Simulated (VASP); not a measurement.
# Ca (Pm-3m) in VASP: notebook, part 2 of 2

VASP 6.6.1. The steps go on from the part before.

## (4) Single point, RPBE

Input file INCAR:

```
PREC = Accurate
ENCUT = 520
EDIFF = 1E-6
ISMEAR = 0
SIGMA = 0.1
LREAL = F
LASPH = T
NELM = 80
ALGO = Fast
ISIF = 2
LWAVE = F
LCHARG = F
GGA = RP
NBANDS = 11
```

Input file KPOINTS:

```
regular mesh
0
Gamma
  4 4 4
```

Input file POSCAR:

```
Ca
1.0
    3.4886563400      0.0000000000      0.0000000000
    0.0000000000      3.4886563400      0.0000000000
    0.0000000000      0.0000000000      3.4886563400
Ca
1
Direct
    0.6790000000      0.1020000000      0.4920000000
```

Potentials or basis: VASP PAW PBE potentials, release 64 (Ca_sv).

On the command line:

```bash
$ cat potpaw_PBE.64/Ca_sv/POTCAR > POTCAR
$ mpirun -np 1 vasp_std > vasp.out
```

OUTCAR:

```text
PREC = Accurate
   ENCUT = 520
   EDIFF = 1E-6
   ISMEAR = 0
   LREAL = F
   LASPH = T
   NELM = 80
   ISIF = 2
   GGA = RP

 ion  position               nearest neighbor table
   1  0.679  0.102  0.492-

  LATTYP: Found a simple cubic cell.
 ALAT       =     3.4886563400

  Lattice vectors:

 A1 = (   3.4886563400,   0.0000000000,   0.0000000000)
 A2 = (   0.0000000000,   3.4886563400,   0.0000000000)
 A3 = (   0.0000000000,   0.0000000000,   3.4886563400)

Analysis of symmetry for initial positions (statically):
=====================================================================
 Subroutine PRICEL returns:
 Original cell was already a primitive cell.

 Routine SETGRP: Setting up the symmetry group for a
 simple cubic supercell.

 Subroutine GETGRP returns: Found 48 space group operations
 (whereof  1 operations were pure point group operations)
 out of a pool of 48 trial point group operations.

The static configuration has the point symmetry C_1 .
 The point group associated with its full space group is O_h .

Analysis of symmetry for dynamics (positions and initial velocities):
=====================================================================
 Subroutine PRICEL returns:
 Original cell was already a primitive cell.

 Routine SETGRP: Setting up the symmetry group for a
 simple cubic supercell.

 Subroutine GETGRP returns: Found 48 space group operations
 (whereof  1 operations were pure point group operations)
 out of a pool of 48 trial point group operations.

The dynamic configuration has the point symmetry C_1 .
 The point group associated with its full space group is O_h .

 Subroutine INISYM returns: Found 48 space group operations
 (whereof  1 operations are pure point group operations),
 and found     1 'primitive' translations

----------------------------------------------------------------------------------------

                                     Primitive cell

  volume of cell :      42.4595

  direct lattice vectors                    reciprocal lattice vectors
     3.488656340  0.000000000  0.000000000     0.286643310  0.000000000  0.000000000
     0.000000000  3.488656340  0.000000000     0.000000000  0.286643310  0.000000000
     0.000000000  0.000000000  3.488656340     0.000000000  0.000000000  0.286643310

  length of vectors
     3.488656340  3.488656340  3.488656340     0.286643310  0.286643310  0.286643310

  position of ions in fractional coordinates (direct lattice)
     0.679000000  0.102000000  0.492000000

  ion indices of the primitive-cell ions
   primitive index   ion index
                 1           1

----------------------------------------------------------------------------------------

 KPOINTS: regular mesh

Automatic generation of k-mesh.
 Grid dimensions read from file:
 generate k-points for:    4    4    4

 Generating k-lattice:

  Cartesian coordinates                     Fractional coordinates (reciprocal lattice)
     0.071660827  0.000000000  0.000000000     0.250000000  0.000000000  0.000000000
     0.000000000  0.071660827  0.000000000     0.000000000  0.250000000  0.000000000
     0.000000000  0.000000000  0.071660827     0.000000000  0.000000000  0.250000000

  Length of vectors
     0.071660827  0.071660827  0.071660827

  Shift w.r.t. Gamma in fractional coordinates (k-lattice)
     0.000000000  0.000000000  0.000000000

 Subroutine IBZKPT returns following result:
 ===========================================

 Found     10 irreducible k-points:

 Following reciprocal coordinates:
            Coordinates               Weight
  0.000000  0.000000  0.000000      1.000000
  0.250000  0.000000  0.000000      6.000000
  0.500000  0.000000  0.000000      3.000000
  0.250000  0.250000  0.000000     12.000000
  0.500000  0.250000  0.000000     12.000000
  0.500000  0.500000  0.000000      3.000000
  0.250000  0.250000  0.250000      8.000000
  0.500000  0.250000  0.250000     12.000000
  0.500000  0.500000  0.250000      6.000000
  0.500000  0.500000  0.500000      1.000000
   k-points           NKPTS =     10   k-points in BZ     NKDIM =     10   number of bands    NBANDS=     11
   number of dos      NEDOS =    301   number of ions     NIONS =      1
   total plane-waves  NPLWV =  21952
   dimension x,y,z NGX =    28 NGY =   28 NGZ =   28
   dimension x,y,z NGXF=    56 NGYF=   56 NGZF=   56
   ions per type =               1
   NGX,Y,Z   is equivalent  to a cutoff of  13.34, 13.34, 13.34 a.u.
   NGXF,Y,Z  is equivalent  to a cutoff of  26.69, 26.69, 26.69 a.u.
 SYSTEM =  unknown system
   PREC   = accura    normal or accurate (medium, high low for compatibility)
   ISTART =      0    job   : 0-new  1-cont  2-samecut
   ICHARG =      2    charge: 1-file 2-atom 10-const
   ISPIN  =      1    spin polarized calculation?
   LNONCOLLINEAR =      F non collinear calculations
   LSORBIT =      F    spin-orbit coupling
   LASPH  =      T    aspherical Exc in radial PAW
   ENCUT  =  520.0 eV  38.22 Ry    6.18 a.u.   6.49  6.49  6.49*2*pi/ulx,y,z
   NELM   =     80;   NELMIN=  2; NELMDL= -5     # of ELM steps
   EDIFF  = 0.1E-05   stopping-criterion for ELM
   LREAL  =      F    real-space projection
   EDIFFG = 0.1E-04   stopping-criterion for IOM
   NSW    =      0    number of steps for IOM
   IBRION =     -1    ionic relax: 0-MD 1-quasi-New 2-CG
   NFREE  =      0    steps in history (QN), initial steepest desc. (CG)
   ISIF   =      2    stress and relaxation
   ISYM   =      2    0-nonsym 1-usesym 2-fastsym
   POTIM  = 0.5000    time-step for ionic-motion
   TEBEG  =    0.0;   TEEND  =   0.0 temperature during run
   PSTRESS=    0.0 pullay stress
   NELECT =      10.0000    total number of electrons
   NUPDOWN=      -1.0000    fix difference up-down
   EMIN   =  10.00;   EMAX   =-10.00  energy-range for DOS
   EFERMI =   0.00;   METHOD = LEGACY
   ISMEAR =     0;   SIGMA  =   0.10  broadening in eV -4-tet -1-fermi 0-gaus
   EFERMI_NEDOS =   21; number of points for ismear=-14 and -15
   IALGO  =     68    algorithm
   IMIX   =      4    mixing-type and parameters
     AMIX     =   0.40;   BMIX     =  1.00
     AMIX_MAG =   1.60;   BMIX_MAG =  1.00
  volume/ion in A,a.u.               =      42.46       286.53
  Fermi-wavevector in a.u.,A,eV,Ry     =   1.010997  1.910508 13.906725  1.022115
  Thomas-Fermi vector in A             =   2.144020
   LORBIT       =      0    0 simple, 1 ext, 2 COOP (PROOUT), +10 PAW based schemes
   GGA     = RP    functional components
   LHFCALC =     F    Hartree Fock is set to
   AEXX    =    0.0000 exact exchange contribution
   IVDW    =     0    specifies the selected vdW correction
   LEPSILON=     F    determine dielectric tensor
   LRPA    =     F    only Hartree local field effects (RPA)
 non-spin polarized calculation
 RMM-DIIS sequential band-by-band and
 Gauss-broadening in eV      SIGMA  =   0.10
  energy-cutoff  :      520.00
  volume of cell :       42.46
 maximum number of plane-waves:      1189
 NGX is ok and might be reduce to    28
   NGX = 13   NGY = 13   NGZ = 13

 number of electron      10.0000000 magnetization

 Free energy of the ion-electron system (eV)
  ---------------------------------------------------
  ext. energy  EPLUGINS =         0.00000000
  ---------------------------------------------------
  free energy    TOTEN  =        -1.24824113 eV

  energy without entropy =       -1.23042857  energy(sigma->0) =       -1.23933485

 E-fermi :   1.7880     XC(G=0):  -7.5727

 val. band max:        1.7837437485   @ k =   0.5000   0.2500   0.2500
 cond. band min:       2.0301768679   @ k =   0.5000   0.5000   0.2500
 fundamental gap:      0.2464331194
 Fermi energy:         1.7880424615

 k-point     1 :       0.0000    0.0000    0.0000
  band No.  band energies     occupation
      1     -40.3408      2.00000
      2     -21.1679      2.00000
      3     -21.1679      2.00000
      4     -21.1679      2.00000
      5      -1.9062      2.00000
      6       2.8326      0.00000
      7       2.8326      0.00000
      8       6.1420      0.00000
      9       6.1420      0.00000
     10       6.1420      0.00000
     11      10.6841      0.00000
[... 113 lines left out ...]
 k-point    10 :       0.5000    0.5000    0.5000
  band No.  band energies     occupation
      1     -40.2844      2.00000
      2     -21.3328      2.00000
      3     -21.3328      2.00000
      4     -21.3328      2.00000
      5       2.6635      0.00000
      6       2.6635      0.00000
      7       2.6635      0.00000
      8       6.8945      0.00000
      9       6.8952      0.00000
     10       7.6148      0.00000
     11       7.6152      0.00000

------------------------ aborting loop because EDIFF is reached ----------------------------------------

  FORCE on cell =-STRESS in cart. coord.  units (eV):
  Direction    XX          YY          ZZ          XY          YZ          ZX
  --------------------------------------------------------------------------------------
  -------------------------------------------------------------------------------------
  Total        0.5030097      0.5030097      0.5030097     -0.0000000      0.0000000     -0.0000000
  in kB       18.9807064     18.9807064     18.9807064     -0.0000000      0.0000000     -0.0000000
  external PRESSURE =      18.9807064 kB  Pullay stress =       0.0000000 kB

 VOLUME and BASIS-vectors are now :
 -----------------------------------------------------------------------------
  energy-cutoff  :      520.00
  volume of cell :       42.46
      direct lattice vectors                 reciprocal lattice vectors
     3.488656340  0.000000000  0.000000000     0.286643310  0.000000000  0.000000000
     0.000000000  3.488656340  0.000000000     0.000000000  0.286643310  0.000000000
     0.000000000  0.000000000  3.488656340     0.000000000  0.000000000  0.286643310

 POSITION                                       TOTAL-FORCE (eV/Angst)
 -----------------------------------------------------------------------------------
      2.36880      0.35584      1.71642         0.000000      0.000000      0.000000
 -----------------------------------------------------------------------------------
    total drift:                                0.000001     -0.000005     -0.000002

  FREE ENERGIE OF THE ION-ELECTRON SYSTEM (eV)
  ---------------------------------------------------
  free  energy   TOTEN  =        -1.2482411342 eV

  energy  without entropy=       -1.2304285656  energy(sigma->0) =       -1.23933485
```

Run time: 14 s. Hardware: 1 thread of Intel Xeon 8259CL, shared host; peak memory 0.15 GiB.

Results:

```
Free energy            : -1.2482 eV
Pressure               : 1.9 GPa
Band gap on the k mesh : zero (bands 5 and 6 overlap by 1.24 eV)
```

Caveat: the k points lie up to 0.45 Å⁻¹ apart, too coarse for converged energies and pressures of a metal; the PAW data sets were made with another functional, which shifts forces and pressure a little.

## (5) Single point, PBE

Input file INCAR:

```
SYSTEM = Ca
PREC = Accurate
ENCUT = 520
EDIFF = 1E-6
ISMEAR = 0
SIGMA = 0.1
LREAL = .FALSE.
LASPH = .TRUE.
NELM = 80
ALGO = Fast
ISIF = 2
LWAVE = .FALSE.
LCHARG = .FALSE.
GGA = PE
NBANDS = 11
```

Input file KPOINTS:

```
regular mesh
0
G
  4 4 4
  0 0 0
```

Changes to POSCAR since step 4:

```diff
@@ -8,2 +8,2 @@
 Direct
-    0.6790000000      0.1020000000      0.4920000000
+    0.0000000000      0.0000000000      0.0000000000
```

Potentials or basis: VASP PAW PBE potentials, release 64 (Ca_sv).

On the command line:

```bash
$ cat potpaw_PBE.64/Ca_sv/POTCAR > POTCAR
$ mpirun -np 1 vasp_std > vasp.out
```

OUTCAR:

```text
SYSTEM = Ca
   PREC = Accurate
   ENCUT = 520
   EDIFF = 1E-6
   ISMEAR = 0
   LREAL = .FALSE.
   LASPH = .TRUE.
   NELM = 80
   ISIF = 2
   GGA = PE

 ion  position               nearest neighbor table
   1  0.000  0.000  0.000-

  LATTYP: Found a simple cubic cell.
 ALAT       =     3.4886563400

  Lattice vectors:

 A1 = (   3.4886563400,   0.0000000000,   0.0000000000)
 A2 = (   0.0000000000,   3.4886563400,   0.0000000000)
 A3 = (   0.0000000000,   0.0000000000,   3.4886563400)

Analysis of symmetry for initial positions (statically):
=====================================================================
 Subroutine PRICEL returns:
 Original cell was already a primitive cell.

 Routine SETGRP: Setting up the symmetry group for a
 simple cubic supercell.

 Subroutine GETGRP returns: Found 48 space group operations
 (whereof 48 operations were pure point group operations)
 out of a pool of 48 trial point group operations.

The static configuration has the point symmetry O_h .

Analysis of symmetry for dynamics (positions and initial velocities):
=====================================================================
 Subroutine PRICEL returns:
 Original cell was already a primitive cell.

 Routine SETGRP: Setting up the symmetry group for a
 simple cubic supercell.

 Subroutine GETGRP returns: Found 48 space group operations
 (whereof 48 operations were pure point group operations)
 out of a pool of 48 trial point group operations.

The dynamic configuration has the point symmetry O_h .

 Subroutine INISYM returns: Found 48 space group operations
 (whereof 48 operations are pure point group operations),
 and found     1 'primitive' translations

----------------------------------------------------------------------------------------

                                     Primitive cell

[... 97 lines left out ...]
   LORBIT       =      0    0 simple, 1 ext, 2 COOP (PROOUT), +10 PAW based schemes
   GGA     = PE    functional components
   LHFCALC =     F    Hartree Fock is set to
   AEXX    =    0.0000 exact exchange contribution
   IVDW    =     0    specifies the selected vdW correction
   LEPSILON=     F    determine dielectric tensor
   LRPA    =     F    only Hartree local field effects (RPA)
 non-spin polarized calculation
 RMM-DIIS sequential band-by-band and
 Gauss-broadening in eV      SIGMA  =   0.10
  energy-cutoff  :      520.00
  volume of cell :       42.46
 maximum number of plane-waves:      1189
 NGX is ok and might be reduce to    28
   NGX = 13   NGY = 13   NGZ = 13

 number of electron      10.0000000 magnetization

 number of electron       9.9999999 magnetization

 Free energy of the ion-electron system (eV)
  ---------------------------------------------------
  ext. energy  EPLUGINS =         0.00000000
  ---------------------------------------------------
  free energy    TOTEN  =        -1.45288823 eV

  energy without entropy =       -1.43859126  energy(sigma->0) =       -1.44573975

 E-fermi :   1.6667     XC(G=0):  -7.6942

 val. band max:        1.5668729279   @ k =   0.5000   0.2500   0.0000
 cond. band min:       1.6822293125   @ k =   0.5000   0.2500   0.2500
 fundamental gap:      0.1153563846
 Fermi energy:         1.6666586369

 k-point     1 :       0.0000    0.0000    0.0000
  band No.  band energies     occupation
      1     -40.3147      2.00000
      2     -21.1988      2.00000
      3     -21.1988      2.00000
      4     -21.1988      2.00000
      5      -2.0312      2.00000
      6       2.6719      0.00000
      7       2.6719      0.00000
      8       6.0085      0.00000
      9       6.0085      0.00000
     10       6.0085      0.00000
     11      10.5514      0.00000
[... 113 lines left out ...]
 k-point    10 :       0.5000    0.5000    0.5000
  band No.  band energies     occupation
      1     -40.2570      2.00000
      2     -21.3673      2.00000
      3     -21.3673      2.00000
      4     -21.3673      2.00000
      5       2.5328      0.00000
      6       2.5328      0.00000
      7       2.5328      0.00000
      8       6.7715      0.00000
      9       6.7726      0.00000
     10       7.4393      0.00000
     11       7.4395      0.00000

------------------------ aborting loop because EDIFF is reached ----------------------------------------

  FORCE on cell =-STRESS in cart. coord.  units (eV):
  Direction    XX          YY          ZZ          XY          YZ          ZX
  --------------------------------------------------------------------------------------
  -------------------------------------------------------------------------------------
  Total        0.3440781      0.3440781      0.3440781      0.0000000      0.0000000     -0.0000000
  in kB       12.9835376     12.9835376     12.9835376      0.0000000      0.0000000     -0.0000000
  external PRESSURE =      12.9835376 kB  Pullay stress =       0.0000000 kB

 VOLUME and BASIS-vectors are now :
 -----------------------------------------------------------------------------
  energy-cutoff  :      520.00
  volume of cell :       42.46
      direct lattice vectors                 reciprocal lattice vectors
     3.488656340  0.000000000  0.000000000     0.286643310  0.000000000  0.000000000
     0.000000000  3.488656340  0.000000000     0.000000000  0.286643310  0.000000000
     0.000000000  0.000000000  3.488656340     0.000000000  0.000000000  0.286643310

 POSITION                                       TOTAL-FORCE (eV/Angst)
 -----------------------------------------------------------------------------------
      0.00000      0.00000      0.00000         0.000000      0.000000      0.000000
 -----------------------------------------------------------------------------------
    total drift:                               -0.000000     -0.000000     -0.000000

  FREE ENERGIE OF THE ION-ELECTRON SYSTEM (eV)
  ---------------------------------------------------
  free  energy   TOTEN  =        -1.4528882316 eV

  energy  without entropy=       -1.4385912638  energy(sigma->0) =       -1.44573975
```

OSZICAR:

```text
N       E                     dE             d eps       ncg     rms          rms(c)
DAV:   1     0.645032095026E+02    0.64503E+02   -0.49042E+03   220   0.810E+02
DAV:   2     0.156575589327E-01   -0.64488E+02   -0.63874E+02   244   0.203E+02
DAV:   3    -0.143827201319E+01   -0.14539E+01   -0.14029E+01   314   0.293E+01
DAV:   4    -0.146519320535E+01   -0.26921E-01   -0.26911E-01   292   0.360E+00
DAV:   5    -0.146632319618E+01   -0.11300E-02   -0.11298E-02   309   0.434E-01    0.210E+00
RMM:   6    -0.145641975349E+01    0.99034E-02   -0.89357E-03   222   0.105E+00    0.131E+00
RMM:   7    -0.145303010651E+01    0.33896E-02   -0.18447E-02   249   0.173E+00    0.116E-01
RMM:   8    -0.145273613359E+01    0.29397E-03   -0.57954E-03   255   0.800E-01    0.473E-02
RMM:   9    -0.145285575146E+01   -0.11962E-03   -0.12654E-03   275   0.372E-01    0.201E-02
RMM:  10    -0.145288148532E+01   -0.25734E-04   -0.29727E-04   293   0.153E-01    0.508E-03
RMM:  11    -0.145288711796E+01   -0.56326E-05   -0.58233E-05   305   0.742E-02    0.996E-03
RMM:  12    -0.145288865383E+01   -0.15359E-05   -0.98390E-06   291   0.295E-02    0.762E-03
RMM:  13    -0.145288823159E+01    0.42224E-06   -0.69067E-06   230   0.191E-02
   1 F= -.14528882E+01 E0= -.14457397E+01  d E =-.142970E-01
```

It took 14 s on 1 thread of Intel Xeon 8259CL, shared host; peak memory 0.15 GiB.

What came out:

- Free energy: -1.4529 eV
- Pressure: 1.3 GPa
- Band gap on the k mesh: zero (bands 5 and 6 overlap by 1.19 eV)

Levels at points of the mesh, in eV from the Fermi level:
```csv
k point,band 3,band 4,band 5,band 6,band 7,band 8
"(0.00, 0.00, 0.00)",-22.87,-22.87,-3.70,1.01,1.01,4.34
"(0.50, 0.00, 0.00)",-22.85,-22.85,-1.01,-0.32,1.51,3.09
"(0.50, 0.50, 0.00)",-23.06,-22.83,-0.21,1.11,2.58,2.58
"(0.50, 0.50, 0.50)",-23.03,-23.03,0.87,0.87,0.87,5.10
```

Caveat: the k points lie up to 0.45 Å⁻¹ apart, too coarse for converged energies and pressures of a metal.

## (6) Overview

```tsv
level	k mesh	smearing	gap on the mesh (eV)	pressure (GPa)
PBE	2 × 2 × 2	gaussian 0.1 eV	none	1.4
PBE+D3(BJ)	4 × 4 × 4	methfessel-paxton 0.03 eV	none	0.6
RPBE	4 × 4 × 4	gaussian 0.1 eV	none	1.9
PBE	4 × 4 × 4	gaussian 0.1 eV	none	1.3
```

Alike in all rows: task single point; potentials or basis VASP PAW PBE potentials, release 64 (Ca_sv); no spin polarisation; cell as given; cutoff (eV) 520.

Caveats: all runs use coarse meshes; the PAW data sets were made with another functional, which shifts forces and pressure a little (at least some runs).

Absolute energies hang on the potentials; compare differences alone.
